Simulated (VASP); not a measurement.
Here is a VASP 6.6.1 calculation.

File INCAR:

```
SYSTEM = Cd4SeS3
PREC = Accurate
ENCUT = 600
EDIFF = 1E-6
ISMEAR = 0
SIGMA = 0.02
LREAL = .False.
LASPH = .True.
NELM = 80
ALGO = Normal
ISIF = 3
LWAVE = .False.
LCHARG = .False.
GGA = PE
IBRION = 2
NSW = 100
EDIFFG = -0.01
```

Contents of KPOINTS:

```
regular mesh
0
Gamma
  6 6 6
  0 0 0
```

File POSCAR:

```
Cd4SeS3
1.0
    5.9967949816      0.0000000000      0.0000000000
    0.0000000000      5.9967949816      0.0000000000
    0.0000000000      0.0000000000      5.9967949816
Cd Se S
4 1 3
Direct
    0.2438319058      0.7561680942      0.2438319058
    0.2438319058      0.2438319058      0.7561680942
    0.7561680942      0.7561680942      0.7561680942
    0.7561680942      0.2438319058      0.2438319058
    0.5000000000      0.5000000000      0.5000000000
    0.5000000000      0.0000000000      0.0000000000
    0.0000000000      0.0000000000      0.5000000000
    0.0000000000      0.5000000000      0.0000000000
```

Potentials or basis: VASP PAW PBE potentials, release 64 (Cd, Se, S).

Command:

```sh
$ cat potpaw_PBE.64/Cd/POTCAR potpaw_PBE.64/Se/POTCAR potpaw_PBE.64/S/POTCAR > POTCAR
$ mpirun -np 1 vasp_std > vasp.out
```

Task: Predict the space group after relaxing (to 0.1 Å).

Result: P-43m (No. 215).

Task: What does it give for the band gap on the k mesh?

Result: 0.86 eV.

Task: Estimate the relaxed cell.

Result: a = 6.003 Å, b = 6.003 Å, c = 6.003 Å, α = 90.00°, β = 90.00°, γ = 90.00°.

Task: Predict the relaxed volume.

Result: 27.04 Å³/atom.

Forces on the atoms (eV/Å):
```
Cd   0.005 -0.005  0.005
Cd   0.005  0.005 -0.005
Cd  -0.005 -0.005 -0.005
Cd  -0.005  0.005  0.005
Se   0.000  0.000  0.000
S    0.000  0.000  0.000
S    0.000  0.000  0.000
S    0.000  0.000  0.000
```
